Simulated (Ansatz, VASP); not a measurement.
# Na2Zr: VASP beside Ansatz

Contents of INCAR:

```
SYSTEM = Na2Zr
PREC = Accurate
ENCUT = 600
EDIFF = 1E-7
ISMEAR = 0
SIGMA = 0.1
LREAL = .FALSE.
LASPH = .TRUE.
NELM = 100
ALGO = Normal
ISIF = 3
LWAVE = .FALSE.
LCHARG = .FALSE.
GGA = PE
IBRION = 2
NSW = 100
EDIFFG = -0.01
```

Contents of KPOINTS:

```
Automatic mesh
0
G
  10 10 10
  0 0 0
```

File POSCAR:

```
Na2Zr
1.0
    0.0000000000      3.7675834025      3.7675834025
    3.7675834025      0.0000000000      3.7675834025
    3.7675834025      3.7675834025      0.0000000000
Na Zr
2 1
Direct
    0.2500000000      0.2500000000      0.2500000000
    0.7500000000      0.7500000000      0.7500000000
    0.0000000000      0.0000000000      0.0000000000
```

Input for Ansatz:

```yaml
crystal:
  lattice:
    - [0.0, 3.7675834025, 3.7675834025]
    - [3.7675834025, 0.0, 3.7675834025]
    - [3.7675834025, 3.7675834025, 0.0]
  atoms:
    - { symbol: Na, position: [0.25, 0.25, 0.25] }
    - { symbol: Na, position: [0.75, 0.75, 0.75] }
    - { symbol: Zr, position: [0.0, 0.0, 0.0] }
basis:
  ecutwfc: 420
kpoints:
  mp_grid: { grid: [10, 10, 10] }
hamiltonian:
  xc: pbe
scf:
  occupations: { method: gaussian, width: 0.1 }
output:
  forces: true
  stress: true
  eigenvalues: true
relax:
  adjacent_minimum: "off"
  f_tol: 0.01
  max_steps: 80
  cell: { stress_tol: 0.05 }
```

Alike in both runs: task relaxation of cell and atoms; functional PBE; k mesh 10 × 10 × 10; occupations gaussian, width 0.1 eV; no spin polarisation.

```csv
,VASP,Ansatz
version,VASP 6.6.1,Ansatz 0.2.0
potentials or method,"VASP PAW PBE potentials, release 64 (Na_pv, Zr_sv), cutoff 600 eV","scalar-relativistic, plane waves, PAW"
valence electrons in the cell,26,30
```

|  | VASP | Ansatz | Ansatz less VASP |
| --- | --- | --- | --- |
| gap on the k mesh at the Fermi level, each at its own relaxed structure (eV) | none | none | - |
| relaxed volume (Å³/atom) | 35.88 | 35.94 | +0.059 |
| relaxed length of the cell vector where the two differ most in proportion (Å) | 5.340 | 5.342 | +0.0029 |

A gap of «none» marks a metal or a gap that the smearing closes. VASP's potentials hold 26 valence electrons a cell and Ansatz's 30, so a difference there can come from the potentials and not from the codes.
